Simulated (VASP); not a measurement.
Runs of VASP 6.6.1 on CdSe. The structure is cubic, space group F-43m (No. 216). Conventional cell: a = 6.136 Å, b = 6.136 Å, c = 6.136 Å, α = 90.00°, β = 90.00°, γ = 90.00°. Within 3.5 Å of Cd (site symmetry -43m) lie 4 Se at 2.66 Å. Within 3.5 Å of Se (site symmetry -43m) lie 4 Cd at 2.66 Å. 

```csv
level,k mesh,smearing,grid for exact exchange (PRECFOCK),share of exact exchange,screening parameter,gap on the mesh (eV),pressure (GPa)
HSE06,4 × 4 × 4,gaussian 0.01 eV,Normal,0.25,0.2079 1/Å,1.50,(b)
r2SCAN,6 × 6 × 6,fermi-dirac 0.5 eV,-,-,-,1.04,0.6
r2SCAN,6 × 6 × 6,gaussian 0.01 eV,-,-,-,1.03,(a)
PBEsol,6 × 6 × 6,gaussian 0.01 eV,-,-,-,0.43,-1.0
PBE-based screened hybrid with 10 % exact exchange,4 × 4 × 4,gaussian 0.01 eV,Normal,0.1,0.5 1/Å,(c),1.5
```

Alike in all rows: task single point; potentials or basis VASP PAW PBE potentials, release 64 (Cd, Se); no spin polarisation; cell as given; cutoff (eV) 520.

Question: Estimate the missing entries.

Answer: (a) 0.2; (b) 0.5; (c) 0.74.

Caveats: some runs use coarse meshes; the structure was generated, so it needn't be the stable form of CdSe; the PAW data sets were made with another functional, which shifts forces and pressure a little; so wide a smearing shifts energies and pressures (at least some runs); semilocal functionals underestimate gaps, and a narrow one can read as zero (at least some runs).

A k mesh can miss the band edges, and the runs leave out spin-orbit coupling on Cd, Se.
